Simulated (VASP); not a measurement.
Input of a VASP 6.6.1 run:

File INCAR:

```
SYSTEM = CdTe
PREC = Accurate
ENCUT = 520
EDIFF = 1E-6
ISMEAR = 0
SIGMA = 0.01
LREAL = .False.
LASPH = .True.
NELM = 80
ALGO = Normal
ISIF = 2
LWAVE = .False.
LCHARG = .False.
GGA = CA
NBANDS = 16
```

The input KPOINTS:

```
Automatic mesh
0
Gamma
  6 6 6
  0 0 0
```

POSCAR

```
CdTe
1.0
    3.1409000000      3.1409000000      0.0000000000
   -3.1409000000      3.1409000000      0.0000000000
    0.0000000000      3.1409000000      3.2434600000
Cd Te
1 1
Direct
    0.0000000000      0.0000000000      0.0000000000
    0.7500000000      0.2500000000      0.5000000000
```

Potentials or basis: VASP PAW LDA potentials, release 64 (Cd, Te).

Launch:

```sh
$ cat potpaw_LDA.64/Cd/POTCAR potpaw_LDA.64/Te/POTCAR > POTCAR
$ mpirun -np 1 vasp_std > vasp.out
```

Question: Estimate the band gap on the k mesh.

Answer: 0.70 eV, direct.

Question: Estimate the pressure.

Answer: 1.7 GPa.

Stress tensor (GPa, compression positive):
```
1.88 0.00 0.00
0.00 1.88 0.00
0.00 0.00 1.28
```

Caveat: the cell differs from its parent crystal (in-plane strain -0.02); spin-orbit coupling is left out, which moves the levels of the heavy elements.
